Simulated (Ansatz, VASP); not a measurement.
Two plane-wave programs on Y2Si3O

```
CELL_PARAMETERS angstrom
5.63417 0.00000 0.00000
-2.81709 4.87934 0.00000
0.00000 0.00000 4.82318
ATOMIC_POSITIONS crystal
Y 0.33333 0.66667 0.50000
Y 0.66667 0.33333 0.50000
Si 0.50000 0.00000 0.00000
Si 0.00000 0.50000 0.00000
Si 0.50000 0.50000 0.00000
O 0.00000 0.00000 0.00000
```

Alike in both runs: functional PBE; k mesh 12 × 12 × 8; occupations gaussian, width 0.1 eV; no spin polarisation.

Ansatz relaxed the structure, and its values are those at the end. VASP's run is a single point on that final structure, the one shown.

|  | VASP | Ansatz |
| --- | --- | --- |
| version | VASP 6.6.1 | Ansatz 0.2.0 |
| potentials or method | VASP PAW PBE potentials, release 64 (Y_sv, Si, O), cutoff 520 eV | scalar-relativistic, plane waves, PAW |
| valence electrons in the cell | 40 | 40 |

VASP gave:

| Item | Value |
| --- | --- |
| gap on the k mesh at the Fermi level (eV) | none |
| pressure (GPa) | -0.1 |

Problem. Which values does Ansatz return?

Solution. gap on the k mesh at the Fermi level (eV): none; pressure (GPa): 0.0.

A gap of «none» marks a metal or a gap that the smearing closes. With one functional, cell and mesh, what is left measures potentials, basis and numerics.
